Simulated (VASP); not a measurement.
Input of a VASP 6.6.1 run:

INCAR

```
SYSTEM = AlGaN2
PREC = Accurate ; ENCUT = 600
EDIFF = 1E-6 ; ISMEAR = 0
SIGMA = 0.02 ; LREAL = .FALSE.
LASPH = .TRUE. ; NELM = 100
ALGO = Normal ; ISIF = 4
LWAVE = .FALSE. ; LCHARG = .FALSE.
GGA = CA ; IBRION = 2
NSW = 50 ; EDIFFG = -0.01
```

File KPOINTS:

```
Automatic mesh
0
G
  8 8 6
  0 0 0
```

File POSCAR:

```
AlGaN2
1.0
    3.0520631676      0.0000000000      0.0000000000
    0.0000000000      3.0520631676      0.0000000000
    0.0000000000      0.0000000000      4.2937825733
Al Ga N
1 1 2
Direct
    0.5000000000      0.5000000000      0.5000000000
    0.0000000000      0.0000000000      0.0000000000
    0.5000000000      0.0000000000      0.7399957396
    0.0000000000      0.5000000000      0.2600042604
```

Potentials or basis: VASP PAW LDA potentials, release 64 (Al, Ga_d, N).

Launch:

```console
$ cat potpaw_LDA.64/Al/POTCAR potpaw_LDA.64/Ga_d/POTCAR potpaw_LDA.64/N/POTCAR > POTCAR
$ mpirun -np 1 vasp_std > vasp.out
```

Problem. What does it give for the band gap on the k mesh?

Solution. 3.26 eV (least direct gap 3.53 eV).

Step by step:
```csv
step,energy change (eV),largest force (eV/Å),pressure (GPa),volume (Å³)
1,0.0000,0.0526,15.53,40.00
2,-0.0001,0.0220,15.51,40.00
3,-0.0001,0.0019,15.54,40.00
```

A k mesh can miss the band edges.
